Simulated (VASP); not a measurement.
# CdS (Cm) in VASP: single point with PBE

Aim: the single point of CdS with PBE.

Program: VASP 6.6.1. These are calculated values, not measurements. Logs are shortened: lines on timing, memory, paths and dates and some standing lists are left out, and cuts for length are marked.

### 1 The cell of the first run

It takes space group Cm (No. 8, monoclinic). Conventional cell: a = 7.634 Å, b = 4.389 Å, c = 6.037 Å, α = 90.00°, β = 91.10°, γ = 90.00°. Within 3.3 Å of Cd (site symmetry m) lie 3 S at 2.50 to 2.62 Å. S (site symmetry m) has 3 Cd at 2.50 to 2.62 Å within 3.3 Å.

### 2 Single point, PBE (strained and its atoms moved)

INCAR reads:

```
PREC = Accurate
ENCUT = 520
EDIFF = 1E-6
ISMEAR = 0
SIGMA = 0.02
LREAL = False
LASPH = True
NELM = 100
ALGO = Normal
ISIF = 2
LWAVE = False
LCHARG = True
GGA = PE
LELF = True
LVHAR = True
NBANDS = 16
```

KPOINTS reads:

```
Automatic mesh
0
Gamma
  9 9 6
```

POSCAR reads:

```
CdS
1.0
    4.3886211701      0.0000000000      0.0000000000
   -2.1943105851      3.8170053662     -0.0369028111
    0.0000000000     -0.0580417294      6.0363978993
Cd S
1 1
Direct
   -0.0062763876     -0.0125527751      0.4003653338
    0.6729430576      0.3458861051      0.4766346662
```

Potentials or basis: VASP PAW PBE potentials, release 64 (Cd, S).

Command:

```sh
cat potpaw_PBE.64/Cd/POTCAR potpaw_PBE.64/S/POTCAR > POTCAR
mpirun -np 1 vasp_std > vasp.out
```

OUTCAR:

```text
PREC = Accurate
   ENCUT = 520
   EDIFF = 1E-6
   ISMEAR = 0
   LREAL = False
   LASPH = True
   NELM = 100
   ISIF = 2
   GGA = PE

 ion  position               nearest neighbor table
   1  0.994  0.987  0.400-   2 2.50   2 2.62   2 2.62
   2  0.673  0.346  0.477-   1 2.50   1 2.62   1 2.62

  LATTYP: Found a base centered monoclinic cell.
 ALAT       =     7.6343675005
 B/A-ratio  =     0.5748506566
 C/A-ratio  =     0.7907239122
 COS(beta)  =    -0.0192815006

  Lattice vectors:

 A1 = (   2.1943105850,   3.8170053662,  -0.0369028111)
 A2 = (  -2.1943105851,   3.8170053662,  -0.0369028111)
 A3 = (   0.0000000000,  -0.0580417294,   6.0363978993)

Analysis of symmetry for initial positions (statically):
=====================================================================
 Subroutine PRICEL returns:
 Original cell was already a primitive cell.

 Routine SETGRP: Setting up the symmetry group for a
 base centered monoclinic supercell.

 Subroutine GETGRP returns: Found  2 space group operations
 (whereof  2 operations were pure point group operations)
 out of a pool of  4 trial point group operations.

The static configuration has the point symmetry C_1h.

Analysis of symmetry for dynamics (positions and initial velocities):
=====================================================================
 Subroutine PRICEL returns:
 Original cell was already a primitive cell.

 Routine SETGRP: Setting up the symmetry group for a
 base centered monoclinic supercell.

 Subroutine GETGRP returns: Found  2 space group operations
 (whereof  2 operations were pure point group operations)
 out of a pool of  4 trial point group operations.

The dynamic configuration has the point symmetry C_1h.

 Subroutine INISYM returns: Found  2 space group operations
 (whereof  2 operations are pure point group operations),
 and found     1 'primitive' translations

----------------------------------------------------------------------------------------

                                     Primitive cell

  volume of cell :     101.1087

  direct lattice vectors                    reciprocal lattice vectors
     4.388621170  0.000000000  0.000000000     0.227862001  0.131004921  0.001259651
    -2.194310585  3.817005366 -0.036902811     0.000000000  0.262009841  0.002519301
     0.000000000 -0.058041729  6.036397899     0.000000000  0.001601766  0.165677112

  length of vectors
     4.388621170  4.402941145  6.036676937     0.262840193  0.262021953  0.165684855

  position of ions in fractional coordinates (direct lattice)
     0.993723612  0.987447225  0.400365334
     0.672943058  0.345886105  0.476634666

  ion indices of the primitive-cell ions
   primitive index   ion index
                 1           1
                 2           2

----------------------------------------------------------------------------------------

 KPOINTS: Automatic mesh

Automatic generation of k-mesh.
 Grid dimensions read from file:
 generate k-points for:    9    9    6

 Generating k-lattice:

  Cartesian coordinates                     Fractional coordinates (reciprocal lattice)
     0.025318000  0.014556102  0.000139961     0.111111111 -0.000000000  0.000000000
     0.000000000  0.029112205  0.000279922     0.000000000  0.111111111  0.000000000
     0.000000000  0.000266961  0.027612852     0.000000000  0.000000000  0.166666667

  Length of vectors
     0.029204466  0.029113550  0.027614142

  Shift w.r.t. Gamma in fractional coordinates (k-lattice)
     0.000000000  0.000000000  0.000000000

 Subroutine IBZKPT returns following result:
 ===========================================

 Found    140 irreducible k-points:

 Following reciprocal coordinates:
            Coordinates               Weight
  0.000000  0.000000  0.000000      1.000000
  0.111111  0.000000  0.000000      4.000000
  0.222222 -0.000000  0.000000      4.000000
  0.333333  0.000000  0.000000      4.000000
  0.444444 -0.000000  0.000000      4.000000
  0.000000  0.111111  0.000000      2.000000
[... 16 lines left out ...]
  0.333333  0.333333  0.000000      2.000000
  0.000000  0.444444  0.000000      2.000000
 [... further k-points ...]
   k-points           NKPTS =    140   k-points in BZ     NKDIM =    140   number of bands    NBANDS=     16
   number of dos      NEDOS =    301   number of ions     NIONS =      2
   total plane-waves  NPLWV =  62208
   dimension x,y,z NGX =    36 NGY =   36 NGZ =   48
   dimension x,y,z NGXF=    72 NGYF=   72 NGZF=   96
   ions per type =               1   1
   NGX,Y,Z   is equivalent  to a cutoff of  13.64, 13.59, 13.22 a.u.
   NGXF,Y,Z  is equivalent  to a cutoff of  27.27, 27.19, 26.44 a.u.
 SYSTEM =  unknown system
   PREC   = accura    normal or accurate (medium, high low for compatibility)
   ISTART =      0    job   : 0-new  1-cont  2-samecut
   ICHARG =      2    charge: 1-file 2-atom 10-const
   ISPIN  =      1    spin polarized calculation?
   LNONCOLLINEAR =      F non collinear calculations
   LSORBIT =      F    spin-orbit coupling
   LASPH  =      T    aspherical Exc in radial PAW
   ENCUT  =  520.0 eV  38.22 Ry    6.18 a.u.   8.16  8.19 11.22*2*pi/ulx,y,z
   NELM   =    100;   NELMIN=  2; NELMDL= -5     # of ELM steps
   EDIFF  = 0.1E-05   stopping-criterion for ELM
   LREAL  =      F    real-space projection
   EDIFFG = 0.1E-04   stopping-criterion for IOM
   NSW    =      0    number of steps for IOM
   IBRION =     -1    ionic relax: 0-MD 1-quasi-New 2-CG
   NFREE  =      0    steps in history (QN), initial steepest desc. (CG)
   ISIF   =      2    stress and relaxation
   ISYM   =      2    0-nonsym 1-usesym 2-fastsym
   POTIM  = 0.5000    time-step for ionic-motion
   TEBEG  =    0.0;   TEEND  =   0.0 temperature during run
   PSTRESS=    0.0 pullay stress
   NELECT =      18.0000    total number of electrons
   NUPDOWN=      -1.0000    fix difference up-down
   EMIN   =  10.00;   EMAX   =-10.00  energy-range for DOS
   EFERMI =   0.00;   METHOD = LEGACY
   ISMEAR =     0;   SIGMA  =   0.02  broadening in eV -4-tet -1-fermi 0-gaus
   EFERMI_NEDOS =   21; number of points for ismear=-14 and -15
   IALGO  =     38    algorithm
   IMIX   =      4    mixing-type and parameters
     AMIX     =   0.40;   BMIX     =  1.00
     AMIX_MAG =   1.60;   BMIX_MAG =  1.00
  volume/ion in A,a.u.               =      50.55       341.16
  Fermi-wavevector in a.u.,A,eV,Ry     =   0.920950  1.740344 11.539775  0.848150
  Thomas-Fermi vector in A             =   2.046313
   LORBIT       =      0    0 simple, 1 ext, 2 COOP (PROOUT), +10 PAW based schemes
   GGA     = PE    functional components
   LHFCALC =     F    Hartree Fock is set to
   AEXX    =    0.0000 exact exchange contribution
   IVDW    =     0    specifies the selected vdW correction
   LEPSILON=     F    determine dielectric tensor
   LRPA    =     F    only Hartree local field effects (RPA)
 non-spin polarized calculation
 Gauss-broadening in eV      SIGMA  =   0.02
  energy-cutoff  :      520.00
  volume of cell :      101.11
 maximum number of plane-waves:      2737
 NGX is ok and might be reduce to    36
   NGX = 17   NGY = 17   NGZ = 23

 number of electron      17.9999999 magnetization

 Free energy of the ion-electron system (eV)
  ---------------------------------------------------
  ext. energy  EPLUGINS =         0.00000000
  ---------------------------------------------------
  free energy    TOTEN  =        -5.49778733 eV

  energy without entropy =       -5.49778733  energy(sigma->0) =       -5.49778733

 E-fermi :  -2.3212     XC(G=0):  -5.8528

 val. band max:       -2.4382814151   @ k =   0.0000   0.0000   0.5000
 cond. band min:      -1.1739256591   @ k =   0.0000   0.0000   0.0000
 fundamental gap:      1.2643557560
 Fermi energy:        -2.3211633359

 k-point     1 :       0.0000    0.0000    0.0000
  band No.  band energies     occupation
      1     -13.6150      2.00000
      2      -9.8818      2.00000
      3      -9.8372      2.00000
      4      -9.5804      2.00000
      5      -9.5780      2.00000
      6      -9.4939      2.00000
[... 8 lines left out ...]
     15       8.1443      0.00000
     16       8.9520      0.00000

 k-point     2 :       0.1111    0.0000    0.0000
  band No.  band energies     occupation
      1     -13.5885      2.00000
      2      -9.8694      2.00000
      3      -9.8201      2.00000
      4      -9.5872      2.00000
      5      -9.5789      2.00000
      6      -9.4727      2.00000
[... 8 lines left out ...]
     15       8.6459      0.00000
     16       8.8302      0.00000

 k-point     3 :       0.2222   -0.0000    0.0000
  band No.  band energies     occupation
      1     -13.5214      2.00000
      2      -9.8326      2.00000
      3      -9.7763      2.00000
      4      -9.6041      2.00000
      5      -9.5761      2.00000
      6      -9.4141      2.00000
[... 8 lines left out ...]
     15       8.0788      0.00000
     16       8.5276      0.00000

 k-point     4 :       0.3333    0.0000    0.0000
  band No.  band energies     occupation
      1     -13.4455      2.00000
      2      -9.7821      2.00000
      3      -9.7311      2.00000
      4      -9.6176      2.00000
      5      -9.5680      2.00000
      6      -9.3255      2.00000
[... 8 lines left out ...]
     15       7.0143      0.00000
     16       7.8456      0.00000
[... 324 lines left out ...]
 k-point    22 :       0.2222    0.3333    0.0000
  band No.  band energies     occupation
      1     -13.3572      2.00000
      2      -9.7415      2.00000
      3      -9.6833      2.00000
      4      -9.6296      2.00000
      5      -9.5736      2.00000
      6      -9.1784      2.00000
[... 8 lines left out ...]
     15       6.2395      0.00000
     16       7.1188      0.00000

 k-point    23 :       0.3333    0.3333    0.0000
  band No.  band energies     occupation
      1     -13.3522      2.00000
      2      -9.7440      2.00000
      3      -9.6836      2.00000
      4      -9.6263      2.00000
      5      -9.5777      2.00000
      6      -9.1272      2.00000
[... 8 lines left out ...]
     15       6.3180      0.00000
     16       6.6798      0.00000

 k-point    24 :       0.0000    0.4444    0.0000
  band No.  band energies     occupation
      1     -13.3691      2.00000
      2      -9.7497      2.00000
      3      -9.6707      2.00000
      4      -9.6366      2.00000
      5      -9.5589      2.00000
      6      -9.2640      2.00000
[... 8 lines left out ...]
     15       6.7860      0.00000
     16       7.7615      0.00000

 [... further k-points ...]
[... 5 lines left out ...]
  --------------------------------------------------------------------------------------
  -------------------------------------------------------------------------------------
  Total       -2.6809403     -2.0932215     -0.2117402      0.0000000     -0.1660080      0.0000000
  in kB      -42.4824320    -33.1693843     -3.3552551      0.0000000     -2.6305780      0.0000000
  external PRESSURE =     -26.3356905 kB  Pullay stress =       0.0000000 kB

 VOLUME and BASIS-vectors are now :
 -----------------------------------------------------------------------------
  energy-cutoff  :      520.00
  volume of cell :      101.11
      direct lattice vectors                 reciprocal lattice vectors
     4.388621170  0.000000000  0.000000000     0.227862001  0.131004921  0.001259651
    -2.194310585  3.817005366 -0.036902811     0.000000000  0.262009841  0.002519301
     0.000000000 -0.058041729  6.036397899     0.000000000  0.001601766  0.165677112

 POSITION                                       TOTAL-FORCE (eV/Angst)
 -----------------------------------------------------------------------------------
      2.19431      3.74585      2.38032        -0.000000      0.396129      0.362168
      2.19431      1.29258      2.86439         0.000000     -0.396129     -0.362168
 -----------------------------------------------------------------------------------
    total drift:                               -0.000011     -0.000044      0.000033

  FREE ENERGIE OF THE ION-ELECTRON SYSTEM (eV)
  ---------------------------------------------------
  free  energy   TOTEN  =        -5.4977873301 eV

  energy  without entropy=       -5.4977873301  energy(sigma->0) =       -5.49778733
```

Wall time 78 s (1 thread of Intel Xeon 6975P-C (Granite Rapids), shared host); peak memory 0.38 GiB.

What came out:

| Property | Result |
| --- | --- |
| Free energy | -5.4978 eV |
| Pressure | -2.6 GPa |
| Largest force | 0.537 eV/Å |
| Band gap on the k mesh | 1.26 eV, indirect (the least direct gap lies 3.1 meV higher) |

Forces on the atoms (eV/Å):
```
Cd   0.000  0.396  0.362
S    0.000 -0.396 -0.362
```

Levels at points of the mesh, in eV from the valence-band top:
| k point | band 5 | band 6 | band 7 | band 8 | band 9 | band 10 | band 11 | band 12 | band 13 | band 14 |
| --- | --- | --- | --- | --- | --- | --- | --- | --- | --- | --- |
| (0.00, 0.00, 0.00) | -7.14 | -7.06 | -1.03 | -0.23 | 0.00 | 1.26 | 5.03 | 6.64 | 6.86 | 6.97 |
| (0.00, 0.00, 0.50) | -7.14 | -7.05 | -1.20 | -0.23 | 0.00 | 1.51 | 4.66 | 6.68 | 7.01 | 8.35 |

Caveat: the cell differs from its parent crystal (strained and its atoms moved). A k mesh can miss the band edges.
